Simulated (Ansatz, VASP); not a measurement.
**BaF2 in VASP and in Ansatz**

Contents of INCAR:

```
PREC = Accurate
ENCUT = 600
EDIFF = 1E-6
ISMEAR = 0
SIGMA = 0.05
LREAL = False
LASPH = True
NELM = 120
ALGO = Normal
ISIF = 2
LWAVE = False
LCHARG = True
GGA = PE
LELF = True
LVHAR = True
NBANDS = 19
GGA_COMPAT = False
```

File KPOINTS:

```
Automatic mesh
0
Gamma
  4 4 4
```

Contents of POSCAR:

```
BaF2
1.0
    0.0000000000      3.1000485598      3.1000485598
    3.1000485598      0.0000000000      3.1000485598
    3.1000485598      3.1000485598      0.0000000000
Ba F
1 2
Direct
    0.0000000000      0.0000000000      0.0000000000
    0.2500000000      0.2500000000      0.2500000000
    0.7500000000      0.7500000000      0.7500000000
```

Input for Ansatz:

```yaml
crystal:
  lattice:
    - [0.0, 3.1000485598, 3.1000485598]
    - [3.1000485598, 0.0, 3.1000485598]
    - [3.1000485598, 3.1000485598, 0.0]
  atoms:
    - { symbol: Ba, position: [0.0, 0.0, 0.0] }
    - { symbol: F, position: [0.25, 0.25, 0.25] }
    - { symbol: F, position: [0.75, 0.75, 0.75] }
basis:
  ecutwfc: 420
  ecutrho_ratio: 4
kpoints:
  mp_grid: { grid: [4, 4, 4] }
hamiltonian:
  xc: pbe
scf:
  occupations: { method: gaussian, width: 0.05 }
output:
  forces: true
  stress: true
  eigenvalues: true
  populations: true
  write_density: true
  write_potential: true
  elf: true
  volumetric_format: npy
```

Alike in both runs: task single point; functional PBE; k mesh 4 × 4 × 4; occupations gaussian, width 0.05 eV; no spin polarisation.

|  | VASP | Ansatz |
| --- | --- | --- |
| version | VASP 6.6.1 | Ansatz 0.2.0 |
| potentials or method | VASP PAW PBE potentials, release 64 (Ba_sv, F), cutoff 600 eV | scalar-relativistic, plane waves, PAW |
| valence electrons in the cell | 24 | 24 |

|  | VASP | Ansatz | Ansatz less VASP |
| --- | --- | --- | --- |
| gap on the k mesh at the Fermi level (eV) | 6.76 | 6.83 | +0.066 |
| least direct gap on the mesh (eV) | 6.84 | 6.93 | +0.085 |
| pressure (GPa) | 2.3 | 1.3 | -1.00 |

The k mesh is coarse, so the values compare programs but aren't converged. Neither program's run includes spin-orbit coupling.
